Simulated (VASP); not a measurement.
# CaZnI4 (P4/mmm) in VASP: relaxation of cell and atoms with r2SCAN+rVV10

Aim: the relaxation of cell and atoms of CaZnI4 with r2SCAN+rVV10.

Everything below comes from runs of VASP 6.6.1. Logs are shortened: lines on timing, memory, paths and dates and some standing lists are left out, and cuts for length are marked.

## (1) The cell of the first run

Symmetry: P4/mmm, No. 123, tetragonal system. Conventional cell: a = 5.269 Å, b = 5.269 Å, c = 7.492 Å, α = 90.00°, β = 90.00°, γ = 90.00°. Within 4.3 Å of Ca (site symmetry 4/mmm) lie 8 I at 3.27 Å. Within 4.2 Å of Zn (site symmetry 4/mmm) lie 8 I at 3.19 Å. Within 4.2 Å of I (site symmetry 2mm) lie 2 Zn at 3.19 Å and 2 Ca at 3.27 Å and 6 I at 3.61 to 3.88 Å.

## (2) Relaxation of cell and atoms, r2SCAN+rVV10

The input, POSCAR:

```
CaZnI4
1.0
    5.2689908391      0.0000000000      0.0000000000
    0.0000000000      5.2689908391      0.0000000000
    0.0000000000      0.0000000000      7.4919971421
Ca Zn I
1 1 4
Direct
    0.0000000000      0.0000000000      0.0000000000
    0.5000000000      0.5000000000      0.5000000000
    0.5000000000      0.0000000000      0.7408733260
    0.0000000000      0.5000000000      0.2591266740
    0.5000000000      0.0000000000      0.2591266740
    0.0000000000      0.5000000000      0.7408733260
```

The input, INCAR.step1:

```
SYSTEM = CaZnI4
  PREC = Accurate
  ENCUT = 550
  ISMEAR = -1
  SIGMA = 0.03
  LREAL = .False.
  LASPH = .True.
  NELM = 120
  GGA = PE
  ALGO = Normal
  EDIFF = 1E-5
  LWAVE = .True.
  LCHARG = .False.
  GGA_COMPAT = .False.
  IBRION = 2
  ISIF = 3
  EDIFFG = -0.005
  NELMIN = 4
  NSW = 100
```

The input, INCAR.step2:

```
SYSTEM = CaZnI4
  PREC = Accurate
  ENCUT = 550
  EDIFF = 1E-7
  ISMEAR = -1
  SIGMA = 0.03
  LREAL = .False.
  LASPH = .True.
  NELM = 120
  ALGO = Normal
  ISIF = 3
  LWAVE = .False.
  LCHARG = .False.
  METAGGA = R2SCAN
  LMIXTAU = .True.
  LUSE_VDW = .True.
  IVDW_NL = 2
  BPARAM = 11.95
  CPARAM = 0.0093
  IBRION = 2
  NSW = 100
  EDIFFG = -0.01
  ISTART = 1
  GGA_COMPAT = .False.
  NELMIN = 4
```

The input, KPOINTS:

```
Automatic mesh
0
Gamma
  4 4 4
  0 0 0
```

Potentials or basis: VASP PAW PBE potentials, release 64 (Ca_sv, Zn, I).

The run is started by

```sh
cat potpaw_PBE.64/Ca_sv/POTCAR potpaw_PBE.64/Zn/POTCAR potpaw_PBE.64/I/POTCAR > POTCAR
cp INCAR.step1 INCAR
mpirun -np 1 vasp_std > vasp.out
cp INCAR.step2 INCAR
mpirun -np 1 vasp_std > vasp.out
```

OUTCAR:

```text
SYSTEM = CaZnI4
   PREC = Accurate
   ENCUT = 550
   EDIFF = 1E-7
   ISMEAR = -1
   LREAL = .False.
   LASPH = .True.
   NELM = 120
   ISIF = 3
   METAGGA = R2SCAN
   IVDW_NL = 2
   BPARAM = 11.95
   IBRION = 2
   NSW = 100
   EDIFFG = -0.01
   ISTART = 1
   NELMIN = 4

 ion  position               nearest neighbor table
   1  0.000  0.000  0.000-   3 3.27   4 3.27   5 3.27   6 3.27   4 3.27   6 3.27   3 3.27   5 3.27

   2  0.500  0.500  0.500-   3 3.19   4 3.19   5 3.19   6 3.19   3 3.19   5 3.19   4 3.19   6 3.19

   3  0.500  0.000  0.741-   2 3.19   2 3.19   1 3.27   1 3.27
   4  0.000  0.500  0.259-   2 3.19   2 3.19   1 3.27   1 3.27
   5  0.500  0.000  0.259-   2 3.19   2 3.19   1 3.27   1 3.27
   6  0.000  0.500  0.741-   2 3.19   2 3.19   1 3.27   1 3.27

  LATTYP: Found a simple tetragonal cell.
 ALAT       =     5.2689908391
 C/A-ratio  =     1.4219036189

  Lattice vectors:

 A1 = (   5.2689908391,   0.0000000000,   0.0000000000)
 A2 = (   0.0000000000,   5.2689908391,   0.0000000000)
 A3 = (   0.0000000000,   0.0000000000,   7.4919971421)

Analysis of symmetry for initial positions (statically):
=====================================================================
 Subroutine PRICEL returns:
 Original cell was already a primitive cell.

 Routine SETGRP: Setting up the symmetry group for a
 simple tetragonal supercell.

 Subroutine GETGRP returns: Found 16 space group operations
 (whereof 16 operations were pure point group operations)
 out of a pool of 16 trial point group operations.

The static configuration has the point symmetry D_4h.

Analysis of symmetry for dynamics (positions and initial velocities):
=====================================================================
 Subroutine PRICEL returns:
 Original cell was already a primitive cell.

 Routine SETGRP: Setting up the symmetry group for a
 simple tetragonal supercell.

 Subroutine GETGRP returns: Found 16 space group operations
 (whereof 16 operations were pure point group operations)
 out of a pool of 16 trial point group operations.

The dynamic configuration has the point symmetry D_4h.

 Subroutine INISYM returns: Found 16 space group operations
 (whereof 16 operations are pure point group operations),
 and found     1 'primitive' translations

----------------------------------------------------------------------------------------

                                     Primitive cell

  volume of cell :     207.9948

  direct lattice vectors                    reciprocal lattice vectors
     5.268990839  0.000000000  0.000000000     0.189789664  0.000000000  0.000000000
     0.000000000  5.268990839  0.000000000     0.000000000  0.189789664  0.000000000
     0.000000000  0.000000000  7.491997142     0.000000000  0.000000000  0.133475758

  length of vectors
     5.268990839  5.268990839  7.491997142     0.189789664  0.189789664  0.133475758

  position of ions in fractional coordinates (direct lattice)
     0.000000000  0.000000000  0.000000000
     0.500000000  0.500000000  0.500000000
     0.500000000  0.000000000  0.740873326
     0.000000000  0.500000000  0.259126674
     0.500000000  0.000000000  0.259126674
     0.000000000  0.500000000  0.740873326

  ion indices of the primitive-cell ions
   primitive index   ion index
                 1           1
                 2           2
                 3           3
                 4           4
                 5           5
                 6           6

----------------------------------------------------------------------------------------

 KPOINTS: Automatic mesh

Automatic generation of k-mesh.
 Grid dimensions read from file:
 generate k-points for:    4    4    4

 Generating k-lattice:

  Cartesian coordinates                     Fractional coordinates (reciprocal lattice)
     0.047447416  0.000000000  0.000000000     0.250000000  0.000000000  0.000000000
     0.000000000  0.047447416  0.000000000     0.000000000  0.250000000  0.000000000
     0.000000000  0.000000000  0.033368940     0.000000000  0.000000000  0.250000000

  Length of vectors
     0.047447416  0.047447416  0.033368940

  Shift w.r.t. Gamma in fractional coordinates (k-lattice)
     0.000000000  0.000000000  0.000000000

 Subroutine IBZKPT returns following result:
 ===========================================

 Found     18 irreducible k-points:

 Following reciprocal coordinates:
            Coordinates               Weight
  0.000000  0.000000  0.000000      1.000000
  0.250000  0.000000  0.000000      4.000000
  0.500000  0.000000  0.000000      2.000000
  0.250000  0.250000  0.000000      4.000000
  0.500000  0.250000  0.000000      4.000000
  0.500000  0.500000  0.000000      1.000000
[... 10 lines left out ...]
  0.500000  0.250000  0.500000      4.000000
  0.500000  0.500000  0.500000      1.000000
   k-points           NKPTS =     18   k-points in BZ     NKDIM =     18   number of bands    NBANDS=     30
   number of dos      NEDOS =    301   number of ions     NIONS =      6
   total plane-waves  NPLWV =  96000
   dimension x,y,z NGX =    40 NGY =   40 NGZ =   60
   dimension x,y,z NGXF=    80 NGYF=   80 NGZF=  120
   ions per type =               1   1   4
   NGX,Y,Z   is equivalent  to a cutoff of  12.62, 12.62, 13.31 a.u.
   NGXF,Y,Z  is equivalent  to a cutoff of  25.24, 25.24, 26.63 a.u.
 SYSTEM =  CaZnI4
   PREC   = accura    normal or accurate (medium, high low for compatibility)
   ISTART =      1    job   : 0-new  1-cont  2-samecut
   ICHARG =      0    charge: 1-file 2-atom 10-const
   ISPIN  =      1    spin polarized calculation?
   LNONCOLLINEAR =      F non collinear calculations
   LSORBIT =      F    spin-orbit coupling
   LASPH  =      T    aspherical Exc in radial PAW
   ENCUT  =  550.0 eV  40.42 Ry    6.36 a.u.  10.08 10.08 14.33*2*pi/ulx,y,z
   NELM   =    120;   NELMIN=  4; NELMDL=  0     # of ELM steps
   EDIFF  = 0.1E-06   stopping-criterion for ELM
   LREAL  =      F    real-space projection
   EDIFFG = -.1E-01   stopping-criterion for IOM
   NSW    =    100    number of steps for IOM
   IBRION =      2    ionic relax: 0-MD 1-quasi-New 2-CG
   NFREE  =      1    steps in history (QN), initial steepest desc. (CG)
   ISIF   =      3    stress and relaxation
   ISYM   =      2    0-nonsym 1-usesym 2-fastsym
   POTIM  = 0.5000    time-step for ionic-motion
   TEBEG  =    0.0;   TEEND  =   0.0 temperature during run
   PSTRESS=    0.0 pullay stress
   NELECT =      50.0000    total number of electrons
   NUPDOWN=      -1.0000    fix difference up-down
   EMIN   =  10.00;   EMAX   =-10.00  energy-range for DOS
   EFERMI =   0.00;   METHOD = LEGACY
   ISMEAR =    -1;   SIGMA  =   0.03  broadening in eV -4-tet -1-fermi 0-gaus
   EFERMI_NEDOS =   21; number of points for ismear=-14 and -15
   IALGO  =     38    algorithm
   IMIX   =      4    mixing-type and parameters
     AMIX     =   0.40;   BMIX     =  1.00
     AMIX_MAG =   1.60;   BMIX_MAG =  1.00
  volume/ion in A,a.u.               =      34.67       233.94
  Fermi-wavevector in a.u.,A,eV,Ry     =   1.017921  1.923591 14.097851  1.036163
  Thomas-Fermi vector in A             =   2.151349
   LORBIT       =      0    0 simple, 1 ext, 2 COOP (PROOUT), +10 PAW based schemes
   METAGGA = R2SCAN    functional components
   LHFCALC =     F    Hartree Fock is set to
   AEXX    =    0.0000 exact exchange contribution
   IVDW_NL    =     2    kernel type
   BPARAM     =11.9500
   IVDW    =     0    specifies the selected vdW correction
   LEPSILON=     F    determine dielectric tensor
   LRPA    =     F    only Hartree local field effects (RPA)
 conjugate gradient relaxation of ions
 non-spin polarized calculation
  energy-cutoff  :      550.00
  volume of cell :      207.99
 maximum number of plane-waves:      6121
   NGX = 21   NGY = 21   NGZ = 29

--------------------------------------- Ionic step        1  -------------------------------------------

 number of electron      50.0000007 magnetization

 Free energy of the ion-electron system (eV)
  ---------------------------------------------------
  ext. energy  EPLUGINS =         0.00000000
  ---------------------------------------------------
  free energy    TOTEN  =      -117.32826311 eV

  energy without entropy =     -117.32328950  energy(sigma->0) =     -117.32577630

------------------------ aborting loop because EDIFF is reached ----------------------------------------

  FORCE on cell =-STRESS in cart. coord.  units (eV):
  Direction    XX          YY          ZZ          XY          YZ          ZX
  --------------------------------------------------------------------------------------
  -------------------------------------------------------------------------------------
  Total        1.3722646      1.3722646      1.4282114      0.0000000     -0.0000000      0.0000000
  in kB       10.5705101     10.5705101     11.0014666      0.0000000     -0.0000000      0.0000000
  external PRESSURE =      10.7141623 kB  Pullay stress =       0.0000000 kB
[... 145 lines left out ...]
  energy  without entropy=     -117.3459875626  energy(sigma->0) =     -117.34843934

--------------------------------------- Ionic step        5  -------------------------------------------

 number of electron      50.0000030 magnetization

 Free energy of the ion-electron system (eV)
  ---------------------------------------------------
  ext. energy  EPLUGINS =         0.00000000
  ---------------------------------------------------
  free energy    TOTEN  =      -117.35091068 eV

  energy without entropy =     -117.34600029  energy(sigma->0) =     -117.34845549

 E-fermi :   2.8530     XC(G=0):  -8.8551

 val. band max:        2.8527172033   @ k =   0.5000   0.5000   0.2500
 cond. band min:       2.8948428680   @ k =   0.5000   0.5000   0.0000
 fundamental gap:      0.0421256647
 Fermi energy:         2.8530346546

 k-point     1 :       0.0000    0.0000    0.0000
  band No.  band energies     occupation
      1     -39.8826      2.00000
      2     -19.9885      2.00000
      3     -19.9885      2.00000
      4     -19.9867      2.00000
      5     -10.3953      2.00000
      6      -9.7891      2.00000
[... 616 lines left out ...]
  FREE ENERGIE OF THE ION-ELECTRON SYSTEM (eV)
  ---------------------------------------------------
  free  energy   TOTEN  =      -117.3509106778 eV

  energy  without entropy=     -117.3460002932  energy(sigma->0) =     -117.34845549

 reached required accuracy - stopping structural energy minimisation
```

It took 58 min on 1 thread of Intel Xeon 8259CL, shared host; peak memory 0.78 GiB.

Results:

- Free energy: -117.3509 eV
- Relaxed volume: 35.81 Å³/atom
- Relaxed cell: a = 5.326 Å, b = 5.326 Å, c = 7.574 Å, α = 90.00°, β = 90.00°, γ = 90.00°
- Space group after relaxing (to 0.1 Å): P4/mmm (No. 123)
- Energy gained by relaxing: 3.8 meV/atom
- Ionic steps: 5
- Pressure after relaxing: 0.0 GPa
- Largest force after relaxing: 0.008 eV/Å
- Band gap on the k mesh: zero (bands 25 and 26 overlap by 0.08 eV)

Forces in eV/Å, atoms in the order of the input:
```
Ca   0.000  0.000  0.000
Zn   0.000  0.000  0.000
I    0.000  0.000  0.008
I    0.000  0.000 -0.008
I    0.000  0.000 -0.008
I    0.000  0.000  0.008
```

The path:
```csv
step,energy change (eV),largest force (eV/Å),pressure (GPa),volume (Å³)
1,0.0000,0.0230,1.07,207.99
2,-0.0226,0.0103,-0.01,215.05
3,-0.0226,0.0103,0.00,215.00
4,-0.0226,0.0105,0.02,214.86
5,-0.0226,0.0082,0.02,214.86
```

Final structure:
```cif
data_structure
_symmetry_space_group_name_H-M 'P 1'
_symmetry_Int_Tables_number 1
_cell_length_a 5.3260
_cell_length_b 5.3260
_cell_length_c 7.5743
_cell_angle_alpha 90.000
_cell_angle_beta 90.000
_cell_angle_gamma 90.000
_cell_volume 214.86
loop_
_atom_site_label
_atom_site_type_symbol
_atom_site_fract_x
_atom_site_fract_y
_atom_site_fract_z
_atom_site_occupancy
Ca1 Ca 0.00000 0.00000 0.00000 1
Zn1 Zn 0.50000 0.50000 0.50000 1
I1 I 0.50000 0.00000 0.74108 1
I2 I 0.00000 0.50000 0.25892 1
I3 I 0.50000 0.00000 0.25892 1
I4 I 0.00000 0.50000 0.74108 1
```

Levels at points of the mesh, in eV from the Fermi level:
```csv
k point,band 21,band 22,band 23,band 24,band 25,band 26,band 27,band 28,band 29,band 30
"(0.00, 0.00, 0.00)",-0.99,-0.99,-0.51,-0.51,-0.43,-0.01,3.19,3.58,3.82,3.89
"(0.50, 0.00, 0.00)",-2.19,-2.01,-1.78,-0.69,-0.45,1.07,3.53,3.71,4.02,4.66
"(0.50, 0.50, 0.00)",-0.58,-0.58,-0.34,-0.02,0.04,0.06,3.16,4.54,4.68,4.68
"(0.00, 0.00, 0.50)",-1.69,-0.97,-0.97,-0.58,-0.58,0.13,2.78,3.85,3.99,4.13
"(0.50, 0.00, 0.50)",-2.33,-2.21,-2.17,-2.13,-2.07,1.46,3.94,4.19,4.67,4.76
"(0.50, 0.50, 0.50)",-1.99,-0.50,-0.25,-0.20,-0.10,0.80,3.29,3.85,4.43,4.43
```

Caveat: the PAW data sets were made with another functional, which shifts forces and pressure a little; spin-orbit coupling is left out, which moves the levels of the heavy elements.
